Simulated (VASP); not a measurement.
# Ta8HN8 (a cell with a defect) in VASP: further runs

Runs on Ta8HN8 (a cell with a defect). Level: PBE. Tasks: single point.

Everything below comes from runs of VASP 6.6.1. Logs are shortened: lines on timing, memory, paths and dates and some standing lists are left out, and cuts for length are marked.

## Step 1: The cell of the first run

The cell holds a defect, 17 atoms: a = 5.796 Å, b = 5.900 Å, c = 5.900 Å, α = 120.00°, β = 90.00°, γ = 90.00°.

## Step 2: Single point, PBE

INCAR

```
  PREC = Accurate
  ENCUT = 520
  EDIFF = 1E-6
  ISMEAR = 0
  SIGMA = 0.1
  LREAL = Auto
  LASPH = T
  NELM = 100
  ALGO = Normal
  ISIF = 2
  LWAVE = F
  LCHARG = F
  GGA = PE
  NBANDS = 78
```

KPOINTS

```
Automatic mesh
0
Gamma
  4 5 5
  0.5 0 0
```

POSCAR

```
Ta8HN8
1.0
    0.0000000000      0.0000000000     -5.7955432031
    5.9003693593      0.0000000000      0.0000000000
   -2.9501846797     -5.1098697569      0.0000000000
Ta N H
8 8 1
Direct
    0.2503125159      0.8333347090      0.1666656961
    0.7484728951      0.8333347090      0.1666656961
    0.2511233113      0.3353408703      0.1706781271
    0.7500161499      0.3340414242      0.1680792351
    0.2511233113      0.8293221492      0.6646594065
    0.7500161499      0.8319210723      0.6659588526
    0.2511233113      0.3353408707      0.6646594065
    0.7500161499      0.3340413937      0.6659588526
    0.5007373594      0.4992841381     -0.0003596961
   -0.0031451754      0.5093089766      0.0046529562
    0.5007373594      0.0003601182     -0.0003596961
   -0.0031451754     -0.0046526744      0.0046527605
    0.5015816289      0.5000014010      0.4999988496
    0.0033108199      0.5000011599      0.4999990453
    0.5007373594      0.0003599664      0.5007160890
   -0.0031450029     -0.0046527312      0.4906913717
    1.0832622206      0.1666684581      0.8333323945
```

Potentials or basis: VASP PAW PBE potentials, release 64 (Ta_pv, N, H).

On the command line:

```bash
> cat potpaw_PBE.64/Ta_pv/POTCAR potpaw_PBE.64/N/POTCAR potpaw_PBE.64/H/POTCAR > POTCAR
> mpirun -np 1 vasp_std > vasp.out
```

OUTCAR:

```text
PREC = Accurate
   ENCUT = 520
   EDIFF = 1E-6
   ISMEAR = 0
   LREAL = Auto
   LASPH = T
   NELM = 100
   ISIF = 2
   GGA = PE

 ion  position               nearest neighbor table
   1  0.250  0.833  0.167-  16 2.21  12 2.21  10 2.21  15 2.24   9 2.24  11 2.24   2 2.89   2 2.91
                             7 2.95   3 2.95   5 2.95   5 2.95   3 2.95   7 2.95
   2  0.748  0.833  0.167-  12 2.19  10 2.19  16 2.19  15 2.23   9 2.23  11 2.23   1 2.89   1 2.91
                             8 2.95   4 2.95   6 2.95   6 2.95   4 2.95   8 2.95
   3  0.251  0.335  0.171-  17 1.98  14 2.21  13 2.22  11 2.24   9 2.24  10 2.28  12 2.28   4 2.89
                             4 2.90   5 2.91   7 2.91   1 2.95   1 2.95   7 2.99   5 2.99
   4  0.750  0.334  0.168-  13 2.22  11 2.23   9 2.23  14 2.24  10 2.25  12 2.25   3 2.89   3 2.90
                             8 2.94   6 2.94   2 2.95   2 2.95   6 2.96   8 2.96
   5  0.251  0.829  0.665-  17 1.98  14 2.21  13 2.22  11 2.24  15 2.24  16 2.28  12 2.28   6 2.89
                             6 2.90   7 2.91   3 2.91   1 2.95   1 2.95   3 2.99   7 2.99
   6  0.750  0.832  0.666-  13 2.22  11 2.23  15 2.23  14 2.24  16 2.25  12 2.25   5 2.89   5 2.90
                             4 2.94   8 2.94   2 2.95   2 2.95   8 2.96   4 2.96
   7  0.251  0.335  0.665-  17 1.98  14 2.21  13 2.22   9 2.24  15 2.24  16 2.28  10 2.28   8 2.89
                             8 2.90   5 2.91   3 2.91   1 2.95   1 2.95   3 2.99   5 2.99
   8  0.750  0.334  0.666-  13 2.22  15 2.23   9 2.23  14 2.24  10 2.25  16 2.25   7 2.89   7 2.90
                             4 2.94   6 2.94   2 2.95   2 2.95   6 2.96   4 2.96
   9  0.501  0.499  1.000-   2 2.23   8 2.23   4 2.23   1 2.24   7 2.24   3 2.24
  10  0.997  0.509  0.005-   2 2.19   1 2.21   4 2.25   8 2.25   3 2.28   7 2.28
  11  0.501  0.000  1.000-   2 2.23   4 2.23   6 2.23   1 2.24   3 2.24   5 2.24
  12  0.997  0.995  0.005-   2 2.19   1 2.21   6 2.25   4 2.25   5 2.28   3 2.28
  13  0.502  0.500  0.500-   3 2.22   5 2.22   7 2.22   4 2.22   6 2.22   8 2.22
  14  0.003  0.500  0.500-   7 2.21   3 2.21   5 2.21   8 2.24   4 2.24   6 2.24
  15  0.501  0.000  0.501-   2 2.23   8 2.23   6 2.23   1 2.24   7 2.24   5 2.24
  16  0.997  0.995  0.491-   2 2.19   1 2.21   6 2.25   8 2.25   5 2.28   7 2.28
  17  0.083  0.167  0.833-   7 1.98   3 1.98   5 1.98

  LATTYP: Found a hexagonal cell.
 ALAT       =     5.9003693593
 C/A-ratio  =     0.9822339671

  Lattice vectors:

 A1 = (   5.9003693593,   0.0000000000,   0.0000000000)
 A2 = (  -2.9501846797,  -5.1098697569,   0.0000000000)
 A3 = (   0.0000000000,   0.0000000000,  -5.7955432031)

Analysis of symmetry for initial positions (statically):
=====================================================================
 Subroutine PRICEL returns:
 Original cell was already a primitive cell.

 Routine SETGRP: Setting up the symmetry group for a
 hexagonal supercell.

 Subroutine GETGRP returns: Found  6 space group operations
 (whereof  2 operations were pure point group operations)
 out of a pool of 24 trial point group operations.

The static configuration has the point symmetry C_1h.
 The point group associated with its full space group is C_3v.

Analysis of symmetry for dynamics (positions and initial velocities):
=====================================================================
 Subroutine PRICEL returns:
 Original cell was already a primitive cell.

 Routine SETGRP: Setting up the symmetry group for a
 hexagonal supercell.

 Subroutine GETGRP returns: Found  6 space group operations
 (whereof  2 operations were pure point group operations)
 out of a pool of 24 trial point group operations.

The dynamic configuration has the point symmetry C_1h.
 The point group associated with its full space group is C_3v.

 Subroutine INISYM returns: Found  6 space group operations
 (whereof  2 operations are pure point group operations),
 and found     1 'primitive' translations

----------------------------------------------------------------------------------------

                                     Primitive cell

  volume of cell :     174.7363

  direct lattice vectors                    reciprocal lattice vectors
     0.000000000  0.000000000 -5.795543203     0.000000000  0.000000000 -0.172546380
     5.900369359  0.000000000  0.000000000     0.169480915 -0.097849852  0.000000000
    -2.950184680 -5.109869757  0.000000000     0.000000000 -0.195699704  0.000000000

  length of vectors
     5.795543203  5.900369359  5.900369359     0.172546380  0.195699704  0.195699704

  position of ions in fractional coordinates (direct lattice)
     0.250312516  0.833334709  0.166665696
     0.748472895  0.833334709  0.166665696
[... 50 lines left out ...]

  Length of vectors
     0.043136595  0.039139941  0.039139941

  Shift w.r.t. Gamma in fractional coordinates (k-lattice)
     0.500000000  0.000000000  0.000000000

 Subroutine IBZKPT returns following result:
 ===========================================

 Found     14 irreducible k-points:

 Following reciprocal coordinates:
            Coordinates               Weight
  0.125000  0.000000  0.000000      2.000000
  0.375000  0.000000  0.000000      2.000000
  0.125000  0.200000  0.000000      6.000000
  0.125000  0.000000  0.200000      6.000000
  0.375000  0.200000  0.000000      6.000000
  0.375000  0.000000  0.200000      6.000000
  0.125000  0.400000  0.000000      6.000000
  0.125000  0.000000  0.400000      6.000000
  0.375000  0.400000  0.000000      6.000000
  0.375000  0.000000  0.400000      6.000000
  0.125000  0.200000  0.200000     12.000000
  0.375000  0.200000  0.200000     12.000000
  0.125000  0.400000  0.200000     12.000000
  0.375000  0.400000  0.200000     12.000000
   k-points           NKPTS =     14   k-points in BZ     NKDIM =     14   number of bands    NBANDS=     78
   number of dos      NEDOS =    301   number of ions     NIONS =     17
   total plane-waves  NPLWV = 110592
   dimension x,y,z NGX =    48 NGY =   48 NGZ =   48
   dimension x,y,z NGXF=    96 NGYF=   96 NGZF=   96
   ions per type =               8   8   1
   NGX,Y,Z   is equivalent  to a cutoff of  13.77, 13.52, 13.52 a.u.
   NGXF,Y,Z  is equivalent  to a cutoff of  27.54, 27.05, 27.05 a.u.
 SYSTEM =  unknown system
   PREC   = accura    normal or accurate (medium, high low for compatibility)
   ISTART =      0    job   : 0-new  1-cont  2-samecut
   ICHARG =      2    charge: 1-file 2-atom 10-const
   ISPIN  =      1    spin polarized calculation?
   LNONCOLLINEAR =      F non collinear calculations
   LSORBIT =      F    spin-orbit coupling
   LASPH  =      T    aspherical Exc in radial PAW
   ENCUT  =  520.0 eV  38.22 Ry    6.18 a.u.  10.78 10.97 10.97*2*pi/ulx,y,z
   NELM   =    100;   NELMIN=  2; NELMDL= -5     # of ELM steps
   EDIFF  = 0.1E-05   stopping-criterion for ELM
   LREAL  =      T    real-space projection
   EDIFFG = 0.1E-04   stopping-criterion for IOM
   NSW    =      0    number of steps for IOM
   IBRION =     -1    ionic relax: 0-MD 1-quasi-New 2-CG
   NFREE  =      0    steps in history (QN), initial steepest desc. (CG)
   ISIF   =      2    stress and relaxation
   ISYM   =      2    0-nonsym 1-usesym 2-fastsym
   POTIM  = 0.5000    time-step for ionic-motion
   TEBEG  =    0.0;   TEEND  =   0.0 temperature during run
   PSTRESS=    0.0 pullay stress
   NELECT =     129.0000    total number of electrons
   NUPDOWN=      -1.0000    fix difference up-down
   EMIN   =  10.00;   EMAX   =-10.00  energy-range for DOS
   EFERMI =   0.00;   METHOD = LEGACY
   ISMEAR =     0;   SIGMA  =   0.10  broadening in eV -4-tet -1-fermi 0-gaus
   EFERMI_NEDOS =   21; number of points for ismear=-14 and -15
   IALGO  =     38    algorithm
   IMIX   =      4    mixing-type and parameters
     AMIX     =   0.40;   BMIX     =  1.00
     AMIX_MAG =   1.60;   BMIX_MAG =  1.00
  volume/ion in A,a.u.               =      10.28        69.36
  Fermi-wavevector in a.u.,A,eV,Ry     =   1.479598  2.796034 29.786005  2.189210
  Thomas-Fermi vector in A             =   2.593736
   LORBIT       =      0    0 simple, 1 ext, 2 COOP (PROOUT), +10 PAW based schemes
   GGA     = PE    functional components
   LHFCALC =     F    Hartree Fock is set to
   AEXX    =    0.0000 exact exchange contribution
   IVDW    =     0    specifies the selected vdW correction
   LEPSILON=     F    determine dielectric tensor
   LRPA    =     F    only Hartree local field effects (RPA)
 non-spin polarized calculation
 Gauss-broadening in eV      SIGMA  =   0.10
  energy-cutoff  :      520.00
  volume of cell :      174.74
 maximum number of plane-waves:      4717
 NGX is ok and might be reduce to    48
   NGX = 21   NGY = 21   NGZ = 21

 number of electron     129.0000007 magnetization

 Free energy of the ion-electron system (eV)
  ---------------------------------------------------
  ext. energy  EPLUGINS =         0.00000000
  ---------------------------------------------------
  free energy    TOTEN  =      -180.59566529 eV

  energy without entropy =     -180.57984734  energy(sigma->0) =     -180.58775632

 E-fermi :   9.1393     XC(G=0): -13.3290

 val. band max:        9.1345374647   @ k =   0.1250   0.2000   0.2000
 cond. band min:       9.1822918247   @ k =   0.1250   0.4000   0.0000
 fundamental gap:      0.0477543600
 Fermi energy:         9.1393235103

 k-point     1 :       0.1250    0.0000    0.0000
  band No.  band energies     occupation
      1     -27.5280      2.00000
      2     -27.4874      2.00000
      3     -27.3182      2.00000
      4     -27.3182      2.00000
      5     -27.2581      2.00000
      6     -27.2581      2.00000
[... 1095 lines left out ...]
     75      11.1966      0.00000
     76      11.5166      0.00000
 [bands above 76 left out]

------------------------ aborting loop because EDIFF is reached ----------------------------------------

  FORCE on cell =-STRESS in cart. coord.  units (eV):
  Direction    XX          YY          ZZ          XY          YZ          ZX
  --------------------------------------------------------------------------------------
  -------------------------------------------------------------------------------------
  Total        5.8754136      5.8754136      3.1438854      0.0000000      0.0000000     -0.0000000
  in kB       53.8723415     53.8723415     28.8266456      0.0000000      0.0000000     -0.0000000
  external PRESSURE =      45.5237762 kB  Pullay stress =       0.0000000 kB

 VOLUME and BASIS-vectors are now :
 -----------------------------------------------------------------------------
  energy-cutoff  :      520.00
  volume of cell :      174.74
      direct lattice vectors                 reciprocal lattice vectors
     0.000000000  0.000000000 -5.795543203     0.000000000  0.000000000 -0.172546380
     5.900369359  0.000000000  0.000000000     0.169480915 -0.097849852  0.000000000
    -2.950184680 -5.109869757  0.000000000     0.000000000 -0.195699704  0.000000000

 POSITION                                       TOTAL-FORCE (eV/Angst)
 -----------------------------------------------------------------------------------
      4.42529     -0.85164     -1.45070         0.000000      0.000000      0.176498
      4.42529     -0.85164     -4.33781         0.000000      0.000000      0.151827
      1.47510     -0.87214     -1.45540        -0.000000     -0.048828      0.146083
      1.47510     -0.85886     -4.34675         0.000000      0.022938      0.113458
      2.93244     -3.39632     -1.45540        -0.042286      0.024414      0.146083
      2.94394     -3.40296     -4.34675         0.019865     -0.011469      0.113458
[... 9 lines left out ...]
      4.42529     -2.50737     -5.77732        -0.000000     -0.006277      0.237478
     -1.47508     -4.25822     -0.48255         0.000000      0.000000     -2.356397
 -----------------------------------------------------------------------------------
    total drift:                                0.018390      0.005826     -0.004637

  FREE ENERGIE OF THE ION-ELECTRON SYSTEM (eV)
  ---------------------------------------------------
  free  energy   TOTEN  =      -180.5956652948 eV

  energy  without entropy=     -180.5798473416  energy(sigma->0) =     -180.58775632
```

Run time: 8.6 min. Hardware: 1 thread of Intel Xeon Platinum 8259CL at 2.50GHz (Skylake/Cascade Lake), shared host; peak memory 0.4 GiB.

What came out:

- Free energy: -180.5957 eV
- Pressure: 4.6 GPa
- Largest force: 2.356 eV/Å
- Band gap on the k mesh: zero (an odd number of electrons rules out a gap without spin polarisation)

Forces on the atoms (eV/Å):
```
Ta   0.000  0.000  0.176
Ta   0.000  0.000  0.152
Ta   0.000 -0.049  0.146
Ta   0.000  0.023  0.113
Ta  -0.042  0.024  0.146
Ta   0.020 -0.011  0.113
Ta   0.042  0.024  0.146
Ta  -0.020 -0.011  0.113
N    0.007 -0.004  0.127
N   -0.005  0.003  0.237
N   -0.007 -0.004  0.127
N    0.005  0.003  0.237
N    0.000  0.000  0.103
N    0.000  0.000  0.053
N    0.000  0.008  0.127
N    0.000 -0.006  0.237
H    0.000  0.000 -2.356
```

Levels at points of the mesh, in eV from the Fermi level:
| k point | band 63 | band 64 | band 65 | band 66 | band 67 | band 68 |
| --- | --- | --- | --- | --- | --- | --- |
| (0.12, 0.00, 0.00) | -1.34 | -0.98 | -0.98 | 0.32 | 1.21 | 1.94 |

Caveat: spin-orbit coupling is left out, which moves the levels of the heavy elements.

## Step 3: Single point, PBE

INCAR

```
  ALGO = Normal
  EDIFF = 1E-6
  ENCUT = 520
  GGA = PE
  ISIF = 2
  ISMEAR = 0
  LASPH = True
  LCHARG = False
  LREAL = Auto
  LWAVE = False
  NBANDS = 78
  NELM = 100
  PREC = Accurate
  SIGMA = 0.1
```

KPOINTS is that of step 2.

POSCAR

```
Ta8HN8
1.0
    0.0000000000      0.0000000000     -5.7955432031
    5.9003693593      0.0000000000      0.0000000000
   -2.9501846797     -5.1098697569      0.0000000000
Ta N H
8 8 1
Direct
    0.2490367079      0.8333347090      0.1666656961
    0.7484542601      0.8333347090      0.1666656961
    0.2513293317      0.3372821135      0.1745606136
    0.7508129691      0.3332676276      0.1665316418
    0.2513293317      0.8254398944      0.6627182612
    0.7508129691      0.8334687454      0.6667326492
    0.2513295042      0.3372821496      0.6627182612
    0.7508131417      0.3332676867      0.6667326492
    0.5009558032      0.5007427260      0.0003694810
   -0.0041235134      0.5073287929      0.0036629114
    0.5009559757     -0.0003692926      0.0003694810
   -0.0041235134     -0.0036625355      0.0036627157
    0.5013899298      0.5000014010      0.4999988496
    0.0039461357      0.5000011599      0.4999990453
    0.5009558032     -0.0003691391      0.4992575391
   -0.0041235134     -0.0036624191      0.4926716570
    1.1665191274      0.1666681191      0.8333323945
```

Potentials or basis: VASP PAW PBE potentials, release 64 (Ta_pv, N, H).

On the command line:

```bash
> cat potpaw_PBE.64/Ta_pv/POTCAR potpaw_PBE.64/N/POTCAR potpaw_PBE.64/H/POTCAR > POTCAR
> mpirun -np 1 vasp_std > vasp.out
```

It took 8.8 min on 1 thread of Intel Xeon Platinum 8259CL at 2.50GHz (Skylake/Cascade Lake), shared host; peak memory 0.4 GiB.

The run converged. Its results:

```yaml
Free_energy: -181.4273 eV
Pressure: 5.4 GPa
Largest_force: 0.933 eV/Å
Band_gap_on_the_k_mesh: zero (an odd number of electrons rules out a gap without spin polarisation)
```

Forces on the atoms (eV/Å):
```
Ta   0.000  0.000  0.059
Ta   0.000  0.000  0.062
Ta   0.000 -0.051  0.056
Ta   0.000  0.016  0.048
Ta  -0.044  0.026  0.056
Ta   0.014 -0.008  0.048
Ta   0.044  0.026  0.056
Ta  -0.014 -0.008  0.048
N    0.015 -0.008  0.058
N   -0.021  0.012  0.072
N   -0.015 -0.008  0.058
N    0.021  0.012  0.072
N    0.000  0.000  0.056
N    0.000  0.000  0.055
N    0.000  0.017  0.058
N    0.000 -0.025  0.072
H    0.000  0.000 -0.933
```

Stress tensor (GPa, compression positive):
```
7.01 0.00 0.00
0.00 7.01 0.00
0.00 0.00 2.06
```

Levels at points of the mesh, in eV from the Fermi level:
| k point | band 61 | band 62 | band 63 | band 64 | band 65 | band 66 | band 67 | band 68 | band 69 | band 70 |
| --- | --- | --- | --- | --- | --- | --- | --- | --- | --- | --- |
| (0.12, 0.00, 0.00) | -2.69 | -1.32 | -1.32 | -1.01 | -1.01 | 0.62 | 1.28 | 1.94 | 1.94 | 2.15 |

Caveat: spin-orbit coupling is left out, which moves the levels of the heavy elements.
